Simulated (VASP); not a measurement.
A run of VASP 6.6.1 is set up as follows.

The input INCAR:

```
ALGO = Normal ; EDIFF = 1E-6
ENCUT = 400 ; GGA = PE
GGA_COMPAT = False ; ISIF = 2
ISMEAR = 0 ; LASPH = True
LCHARG = False ; LREAL = False
LWAVE = False ; NBANDS = 10
NELM = 120 ; PREC = Accurate
SIGMA = 0.1
```

The input KPOINTS:

```
k-points
0
Gamma
  9 9 2
```

The input POSCAR:

```
Al
1.0
    3.0374120400      0.0000000000      0.0000000000
   -1.5187060200      2.6304759884      0.0000000000
    0.0000000000      0.0000000000     13.6437110000
Al
2
Direct
    0.6666666700      0.3333333300      0.7489700000
    0.3333333300      0.6666666700      0.2510300000
```

Potentials or basis: VASP PAW PBE potentials, release 64 (Al).

The run is started by

```bash
$ cat potpaw_PBE.64/Al/POTCAR > POTCAR
$ mpirun -np 1 vasp_std > vasp.out
```

What does it give for the band gap on the k mesh?

Zero (bands 3 and 4 overlap by 3.58 eV).

Estimate the pressure.

-3.8 GPa.

Stress tensor (GPa, compression positive):
```
-5.69  0.00  0.00
 0.00 -5.69  0.00
 0.00  0.00 -0.07
```
